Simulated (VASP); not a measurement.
The system is LuTlSe2.

```
Lu Tl Se
1.0
     8.08876    0.00000    0.00000
     7.06023    3.94729    0.00000
     7.06023    1.83965    3.49240
Lu Tl Se
1 1 2
Direct
  0.00000 0.00000 0.00000
  0.50000 0.50000 0.50000
  0.73313 0.73313 0.73313
  0.26687 0.26687 0.26687
```

| Property | Result |
| --- | --- |
| Program | VASP 6.6.1 |
| Task | relaxation of cell and atoms |
| Functional | LDA |
| Potentials or basis | VASP PAW PBE potentials, release 64 (Lu, Tl_d, Se) |
| Cutoff | 600 eV |
| k mesh | 6 × 6 × 6 |
| Occupations | gaussian, width 0.01 eV |
| Spin | no spin polarisation |

At the start: pressure -3.1 GPa; volume 27.88 Å³/atom.

**Question.** Where does the relaxation end?

**Answer.** Over 6 steps the energy falls by 21.3 meV/atom and the volume is 25.89 Å³/atom (-7.1 %); space group R-3m (No. 166, to 0.1 Å) before and after.

The path:
```
step  energy change (eV)  largest force (eV/Å)  pressure (GPa)  volume (Å³)
   1              0.0000                0.0227           -3.15       111.51
   2             -0.0610                0.4494            1.17       102.90
   3             -0.0687                0.3411            0.06       104.90
   4             -0.0687                0.3337           -0.03       105.02
   5             -0.0774                0.2305           -0.03       104.57
   6             -0.0852                0.0075           -0.01       103.54
```

Final structure:
```cif
data_structure
_symmetry_space_group_name_H-M 'P 1'
_symmetry_Int_Tables_number 1
_cell_length_a 7.8843
_cell_length_b 7.8843
_cell_length_c 7.8843
_cell_angle_alpha 29.251
_cell_angle_beta 29.251
_cell_angle_gamma 29.251
_cell_volume 103.54
loop_
_atom_site_label
_atom_site_type_symbol
_atom_site_fract_x
_atom_site_fract_y
_atom_site_fract_z
_atom_site_occupancy
Lu1 Lu 0.00000 0.00000 0.00000 1
Tl1 Tl 0.50000 0.50000 0.50000 1
Se1 Se 0.73537 0.73537 0.73537 1
Se2 Se 0.26463 0.26463 0.26463 1
```

Caveat: the PAW data sets were made with another functional, which shifts forces and pressure a little.
